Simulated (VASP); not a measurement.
# Cu (Pm-3m) in VASP: single point with PBEsol

Aim: the single point of Cu with PBEsol.

Everything below comes from runs of VASP 6.6.1. Logs are shortened: lines on timing, memory, paths and dates and some standing lists are left out, and cuts for length are marked.

## (1) The cell of the first run

It takes space group Pm-3m (No. 221, cubic). The conventional cell has a = 2.391 Å, b = 2.391 Å, c = 2.391 Å, α = 90.00°, β = 90.00°, γ = 90.00°. Within 3.2 Å of Cu (site symmetry m-3m) lie 6 Cu at 2.39 Å.

This isn't the form of Cu at room conditions, which is fcc.

## (2) Single point, PBEsol (13.66 Å³/atom)

INCAR reads:

```
PREC = Accurate
ENCUT = 820
EDIFF = 1E-6
ISMEAR = -1
SIGMA = 0.1
LREAL = F
LASPH = T
NELM = 120
ALGO = Normal
ISIF = 2
LWAVE = F
LCHARG = T
GGA = PS
LELF = T
LVHAR = T
NBANDS = 16
GGA_COMPAT = F
```

KPOINTS reads:

```
regular mesh
0
Gamma
  15 15 15
```

POSCAR reads:

```
Cu
1.0
    2.3906690493      0.0000000000      0.0000000000
    0.0000000000      2.3906690493      0.0000000000
    0.0000000000      0.0000000000      2.3906690493
Cu
1
Direct
    0.0000000000      0.0000000000      0.0000000000
```

Potentials or basis: VASP PAW PBE potentials, release 64 (Cu_sv_GW).

The run is started by

```
cat potpaw_PBE.64/Cu_sv_GW/POTCAR > POTCAR
mpirun -np 1 vasp_std > vasp.out
```

OUTCAR:

```text
PREC = Accurate
   ENCUT = 820
   EDIFF = 1E-6
   ISMEAR = -1
   LREAL = F
   LASPH = T
   NELM = 120
   ISIF = 2
   GGA = PS

 ion  position               nearest neighbor table
   1  0.000  0.000  0.000-

  LATTYP: Found a simple cubic cell.
 ALAT       =     2.3906690493

  Lattice vectors:

 A1 = (   2.3906690493,   0.0000000000,   0.0000000000)
 A2 = (   0.0000000000,   2.3906690493,   0.0000000000)
 A3 = (   0.0000000000,   0.0000000000,   2.3906690493)

Analysis of symmetry for initial positions (statically):
=====================================================================
 Subroutine PRICEL returns:
 Original cell was already a primitive cell.

 Routine SETGRP: Setting up the symmetry group for a
 simple cubic supercell.

 Subroutine GETGRP returns: Found 48 space group operations
 (whereof 48 operations were pure point group operations)
 out of a pool of 48 trial point group operations.

The static configuration has the point symmetry O_h .

Analysis of symmetry for dynamics (positions and initial velocities):
=====================================================================
 Subroutine PRICEL returns:
 Original cell was already a primitive cell.

 Routine SETGRP: Setting up the symmetry group for a
 simple cubic supercell.

 Subroutine GETGRP returns: Found 48 space group operations
 (whereof 48 operations were pure point group operations)
 out of a pool of 48 trial point group operations.

The dynamic configuration has the point symmetry O_h .

 Subroutine INISYM returns: Found 48 space group operations
 (whereof 48 operations are pure point group operations),
 and found     1 'primitive' translations

----------------------------------------------------------------------------------------

                                     Primitive cell

  volume of cell :      13.6634

  direct lattice vectors                    reciprocal lattice vectors
     2.390669049  0.000000000  0.000000000     0.418292946  0.000000000  0.000000000
     0.000000000  2.390669049  0.000000000     0.000000000  0.418292946  0.000000000
     0.000000000  0.000000000  2.390669049     0.000000000  0.000000000  0.418292946

  length of vectors
     2.390669049  2.390669049  2.390669049     0.418292946  0.418292946  0.418292946

  position of ions in fractional coordinates (direct lattice)
     0.000000000  0.000000000  0.000000000

  ion indices of the primitive-cell ions
   primitive index   ion index
                 1           1

----------------------------------------------------------------------------------------

 KPOINTS: regular mesh

Automatic generation of k-mesh.
 Grid dimensions read from file:
 generate k-points for:   15   15   15

 Generating k-lattice:

  Cartesian coordinates                     Fractional coordinates (reciprocal lattice)
     0.027886196  0.000000000  0.000000000     0.066666667  0.000000000  0.000000000
     0.000000000  0.027886196  0.000000000     0.000000000  0.066666667  0.000000000
     0.000000000  0.000000000  0.027886196     0.000000000  0.000000000  0.066666667

  Length of vectors
     0.027886196  0.027886196  0.027886196

  Shift w.r.t. Gamma in fractional coordinates (k-lattice)
     0.000000000  0.000000000  0.000000000

 Subroutine IBZKPT returns following result:
 ===========================================

 Found    120 irreducible k-points:

 Following reciprocal coordinates:
            Coordinates               Weight
  0.000000  0.000000  0.000000      1.000000
  0.066667  0.000000  0.000000      6.000000
  0.133333  0.000000  0.000000      6.000000
  0.200000  0.000000  0.000000      6.000000
  0.266667  0.000000  0.000000      6.000000
  0.333333  0.000000  0.000000      6.000000
[... 16 lines left out ...]
  0.266667  0.200000  0.000000     24.000000
  0.333333  0.200000  0.000000     24.000000
 [... further k-points ...]
   k-points           NKPTS =    120   k-points in BZ     NKDIM =    120   number of bands    NBANDS=     16
   number of dos      NEDOS =    301   number of ions     NIONS =      1
   total plane-waves  NPLWV =  13824
   dimension x,y,z NGX =    24 NGY =   24 NGZ =   24
   dimension x,y,z NGXF=    48 NGYF=   48 NGZF=   48
   ions per type =               1
   NGX,Y,Z   is equivalent  to a cutoff of  16.69, 16.69, 16.69 a.u.
   NGXF,Y,Z  is equivalent  to a cutoff of  33.38, 33.38, 33.38 a.u.
 SYSTEM =  unknown system
   PREC   = accura    normal or accurate (medium, high low for compatibility)
   ISTART =      0    job   : 0-new  1-cont  2-samecut
   ICHARG =      2    charge: 1-file 2-atom 10-const
   ISPIN  =      1    spin polarized calculation?
   LNONCOLLINEAR =      F non collinear calculations
   LSORBIT =      F    spin-orbit coupling
   LASPH  =      T    aspherical Exc in radial PAW
   ENCUT  =  820.0 eV  60.27 Ry    7.76 a.u.   5.58  5.58  5.58*2*pi/ulx,y,z
   NELM   =    120;   NELMIN=  2; NELMDL= -5     # of ELM steps
   EDIFF  = 0.1E-05   stopping-criterion for ELM
   LREAL  =      F    real-space projection
[... 7 lines left out ...]
   TEBEG  =    0.0;   TEEND  =   0.0 temperature during run
   PSTRESS=    0.0 pullay stress
   NELECT =      19.0000    total number of electrons
   NUPDOWN=      -1.0000    fix difference up-down
   EMIN   =  10.00;   EMAX   =-10.00  energy-range for DOS
   EFERMI =   0.00;   METHOD = LEGACY
   ISMEAR =    -1;   SIGMA  =   0.10  broadening in eV -4-tet -1-fermi 0-gaus
   EFERMI_NEDOS =   21; number of points for ismear=-14 and -15
   IALGO  =     38    algorithm
   IMIX   =      4    mixing-type and parameters
     AMIX     =   0.40;   BMIX     =  1.00
     AMIX_MAG =   1.60;   BMIX_MAG =  1.00
  volume/ion in A,a.u.               =      13.66        92.21
  Fermi-wavevector in a.u.,A,eV,Ry     =   1.827286  3.453070 45.429510  3.338975
  Thomas-Fermi vector in A             =   2.882419
   LORBIT       =      0    0 simple, 1 ext, 2 COOP (PROOUT), +10 PAW based schemes
   GGA     = PS    functional components
   LHFCALC =     F    Hartree Fock is set to
   AEXX    =    0.0000 exact exchange contribution
   IVDW    =     0    specifies the selected vdW correction
   LEPSILON=     F    determine dielectric tensor
   LRPA    =     F    only Hartree local field effects (RPA)
 non-spin polarized calculation
  energy-cutoff  :      820.00
  volume of cell :       13.66
 maximum number of plane-waves:       742
 NGX is ok and might be reduce to    24
   NGX = 11   NGY = 11   NGZ = 11

 number of electron      18.9999990 magnetization

 Free energy of the ion-electron system (eV)
  ---------------------------------------------------
  ext. energy  EPLUGINS =         0.00000000
  ---------------------------------------------------
  free energy    TOTEN  =        -3.85347715 eV

  energy without entropy =       -3.84542363  energy(sigma->0) =       -3.84945039

 E-fermi :   5.5198     XC(G=0): -12.5548

 val. band max:        5.4444209235   @ k =   0.4000   0.2667   0.0667
 cond. band min:       5.7359543890   @ k =   0.4000   0.2000   0.2000
 fundamental gap:      0.2915334654
 Fermi energy:         5.5197788674

 k-point     1 :       0.0000    0.0000    0.0000
  band No.  band energies     occupation
      1    -106.3037      2.00000
      2     -63.7692      2.00000
      3     -63.7692      2.00000
      4     -63.7692      2.00000
      5      -2.6169      2.00000
      6       1.7259      2.00000
[... 8 lines left out ...]
     15      26.7040      0.00000
     16      30.5631      0.00000

 k-point     2 :       0.0667    0.0000    0.0000
  band No.  band energies     occupation
      1    -106.3032      2.00000
      2     -63.7745      2.00000
      3     -63.7688      2.00000
      4     -63.7688      2.00000
      5      -2.4943      2.00000
      6       1.7399      2.00000
[... 8 lines left out ...]
     15      27.9232      0.00000
     16      31.2954      0.00000

 k-point     3 :       0.1333    0.0000    0.0000
  band No.  band energies     occupation
      1    -106.3016      2.00000
      2     -63.7894      2.00000
      3     -63.7676      2.00000
      4     -63.7676      2.00000
      5      -2.1322      2.00000
      6       1.7796      2.00000
[... 8 lines left out ...]
     15      28.8744      0.00000
     16      33.7524      0.00000

 k-point     4 :       0.2000    0.0000    0.0000
  band No.  band energies     occupation
      1    -106.2994      2.00000
      2     -63.8116      2.00000
      3     -63.7658      2.00000
      4     -63.7658      2.00000
      5      -1.5504      2.00000
      6       1.8386      2.00000
[... 8 lines left out ...]
     15      29.3117      0.00000
     16      37.1343      0.00000

 k-point     5 :       0.2667    0.0000    0.0000
  band No.  band energies     occupation
      1    -106.2968      2.00000
      2     -63.8368      2.00000
      3     -63.7637      2.00000
      4     -63.7637      2.00000
      5      -0.7921      2.00000
      6       1.9071      2.00000
[... 8 lines left out ...]
     15      29.6555      0.00000
     16      36.8933      0.00000

 k-point     6 :       0.3333    0.0000    0.0000
  band No.  band energies     occupation
      1    -106.2943      2.00000
      2     -63.8612      2.00000
      3     -63.7616      2.00000
      4     -63.7616      2.00000
      5       0.0495      2.00000
      6       1.9733      2.00000
[... 8 lines left out ...]
     15      29.9820      0.00000
     16      35.0970      0.00000
[... 267 lines left out ...]
 k-point    21 :       0.4667    0.1333    0.0000
  band No.  band energies     occupation
      1    -106.2894      2.00000
      2     -63.8884      2.00000
      3     -63.7794      2.00000
      4     -63.7577      2.00000
      5       1.5447      2.00000
      6       2.2549      2.00000
[... 8 lines left out ...]
     15      30.1787      0.00000
     16      33.2907      0.00000

 k-point    22 :       0.2000    0.2000    0.0000
  band No.  band energies     occupation
      1    -106.2950      2.00000
      2     -63.8084      2.00000
      3     -63.8071      2.00000
      4     -63.7623      2.00000
      5      -0.5379      2.00000
      6       2.0752      2.00000
[... 8 lines left out ...]
     15      32.0833      0.00000
     16      36.3940      0.00000

 k-point    23 :       0.2667    0.2000    0.0000
  band No.  band energies     occupation
      1    -106.2925      2.00000
      2     -63.8329      2.00000
      3     -63.8056      2.00000
      4     -63.7602      2.00000
      5       0.1482      2.00000
      6       2.1604      2.00000
[... 8 lines left out ...]
     15      29.8074      0.00000
     16      37.6597      0.00000

 k-point    24 :       0.3333    0.2000    0.0000
  band No.  band energies     occupation
      1    -106.2903      2.00000
      2     -63.8573      2.00000
      3     -63.8036      2.00000
      4     -63.7585      2.00000
      5       0.8602      2.00000
      6       2.2264      2.00000
[... 8 lines left out ...]
     15      29.7784      0.00000
     16      36.9915      0.00000

 [... further k-points ...]

------------------------ aborting loop because EDIFF is reached ----------------------------------------

  FORCE on cell =-STRESS in cart. coord.  units (eV):
  Direction    XX          YY          ZZ          XY          YZ          ZX
  --------------------------------------------------------------------------------------
  -------------------------------------------------------------------------------------
  Total       -0.4924977     -0.4924977     -0.4924977      0.0000000      0.0000000      0.0000000
  in kB      -57.7505874    -57.7505874    -57.7505874      0.0000000      0.0000000      0.0000000
  external PRESSURE =     -57.7505874 kB  Pullay stress =       0.0000000 kB

 VOLUME and BASIS-vectors are now :
 -----------------------------------------------------------------------------
  energy-cutoff  :      820.00
  volume of cell :       13.66
      direct lattice vectors                 reciprocal lattice vectors
     2.390669049  0.000000000  0.000000000     0.418292946  0.000000000  0.000000000
     0.000000000  2.390669049  0.000000000     0.000000000  0.418292946  0.000000000
     0.000000000  0.000000000  2.390669049     0.000000000  0.000000000  0.418292946

 POSITION                                       TOTAL-FORCE (eV/Angst)
 -----------------------------------------------------------------------------------
      0.00000      0.00000      0.00000         0.000000      0.000000      0.000000
 -----------------------------------------------------------------------------------
    total drift:                                0.000000     -0.000000      0.000000

  FREE ENERGIE OF THE ION-ELECTRON SYSTEM (eV)
  ---------------------------------------------------
  free  energy   TOTEN  =        -3.8534771468 eV

  energy  without entropy=       -3.8454236315  energy(sigma->0) =       -3.84945039
```

Wall time 36 s (1 thread of Intel Xeon 6975P-C (Granite Rapids), shared host); peak memory 0.19 GiB.

What came out:

- Free energy: -3.8535 eV
- Pressure: -5.8 GPa
- Band gap on the k mesh: zero (an odd number of electrons rules out a gap without spin polarisation)

Levels at points of the mesh, in eV from the Fermi level:
```tsv
k point	band 7	band 8	band 9	band 10	band 11	band 12	band 13	band 14
(0.00, 0.00, 0.00)	-3.79	-1.19	-1.19	-1.19	17.73	17.73	17.73	21.18
```

Caveat: the cell stands under tension; the PAW data sets were made with another functional, which shifts forces and pressure a little.

The gap in the log of VASP goes by the Fermi energy; the results here count the filled bands.